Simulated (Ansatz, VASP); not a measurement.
## Two plane-wave programs on H3C2N

```
C N H
1.0
     8.05175    0.00000    0.00000
     0.00000    8.05175    0.00000
     0.00000    0.00000    8.05175
C N H
12 6 18
Cartesian
  3.0658 1.7112 2.6190
  3.8166 2.3145 3.6960
  2.4850 6.1735 3.5130
  2.6543 5.3508 2.3293
  7.0786 4.5550 3.4750
  7.2059 5.2468 2.2058
  6.2405 1.0620 6.8559
  5.0105 0.5753 7.4487
  6.8499 0.7550 2.4829
  6.1720 -0.0566 3.4704
  1.8541 2.7185 6.9454
  1.3118 1.9277 5.8530
  4.4143 2.8176 4.5583
  2.7793 4.6727 1.3927
  7.3174 5.8191 1.1994
  4.0325 0.2127 7.9625
  5.5815 -0.7030 4.2360
  0.8574 1.3072 4.9768
  2.8949 2.4703 1.8440
  3.6082 0.8685 2.1733
  2.1052 1.3621 3.0189
  3.4582 6.5465 3.8667
  1.8288 7.0262 3.2976
  2.0288 5.5816 4.3184
  7.2085 5.2688 4.2996
  6.0787 4.1147 3.5881
  7.8337 3.7608 3.5603
  6.9381 0.2328 6.6942
  6.0165 1.5419 5.8957
  6.7011 1.8085 7.5182
  6.8799 1.8001 2.8150
  7.8711 0.3906 2.3270
  6.2988 0.6749 1.5364
  2.9414 2.5853 7.0001
  1.6344 3.7856 6.8016
  1.4154 2.4002 7.9013
```

Alike in both runs: functional PBE; dispersion D3(BJ); k mesh 1 × 1 × 1; occupations fermi-dirac, width 0.05 eV; no spin polarisation.

Ansatz relaxed the structure, and its values are those at the end. VASP's run is a single point on that final structure, the one shown.

|  | VASP | Ansatz |
| --- | --- | --- |
| version | VASP 6.6.1 | Ansatz 0.2.0 |
| potentials or method | VASP PAW PBE potentials, release 64 (C_h, N_h, H_h), cutoff 1000 eV | scalar-relativistic, plane waves, PAW |
| valence electrons in the cell | 96 | 96 |

Ansatz gave:

```
rms of the force components (eV/Å) : 0.058
```

Q: Which values does VASP return?

A: rms of the force components (eV/Å): 0.052.
